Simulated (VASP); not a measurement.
Set up this calculation in VASP 6.6.1, as the native input.

| Quantity | Value |
| --- | --- |
| Task | relaxation of cell and atoms |
| Functional | PBE |
| Potentials or basis | VASP PAW PBE potentials, release 64 (Na_pv) |
| Cutoff | 500 eV |
| k mesh | 12 × 12 × 12 |
| Occupations | fermi-dirac, width 0.1 eV |
| Spin | no spin polarisation |
| Target pressure | 20 GPa |
| Dipole correction | no |
| Further INCAR settings | ALGO = Normal; EDIFF = 1e-07; IBRION = 2; EDIFFG = -0.005; NSW = 60; ISIF = 3 |

The structure of Na lies in POSCAR:

```
Na
1.0
    0.0000000000      2.6836168586      2.6836168586
    2.6836168586      0.0000000000      2.6836168586
    2.6836168586      2.6836168586      0.0000000000
Na
2
Direct
   -0.1250000000     -0.1250000000     -0.1250000000
    0.1250000000      0.1250000000      0.1250000000
```

This isn't the form of Na at room conditions, which is bcc.

One way to write it, as run:

INCAR

```
SYSTEM = Na
  PREC = Accurate
  ENCUT = 500
  EDIFF = 1E-7
  ISMEAR = -1
  SIGMA = 0.1
  LREAL = .FALSE.
  LASPH = .TRUE.
  NELM = 120
  ALGO = Normal
  ISIF = 3
  LWAVE = .FALSE.
  LCHARG = .FALSE.
  GGA = PE
  IBRION = 2
  NSW = 60
  EDIFFG = -0.005
  PSTRESS = 200.0
  GGA_COMPAT = .FALSE.
  NELMIN = 4
```

KPOINTS

```
regular mesh
0
G
  12 12 12
  0 0 0
```

Potentials or basis: VASP PAW PBE potentials, release 64 (Na_pv).

The run is started by

```bash
$ cat potpaw_PBE.64/Na_pv/POTCAR > POTCAR
$ mpirun -np 1 vasp_std > vasp.out
```

It gave:

```json
{"Relaxed volume": "18.94 Å³/atom", "Relaxed cell": "a = 3.770 Å, b = 3.770 Å, c = 3.770 Å, α = 60.00°, β = 60.00°, γ = 60.00°", "Space group after relaxing (to 0.1 Å)": "Fd-3m (No. 227)", "Energy change on relaxing (the run minimises the enthalpy)": "+46.3 meV/atom", "Ionic steps": "2", "Pressure after relaxing": "20.0 GPa", "Band gap on the k mesh": "zero (bands 7 and 8 overlap by 1.33 eV)"}
```

Caveat: the cell is relaxed towards a set pressure, so the run minimises the enthalpy, not the energy.

It took 52 s on 1 thread of Oxide Virtual Turin-like Processor, on a shared host, peak memory 0.13 GiB.
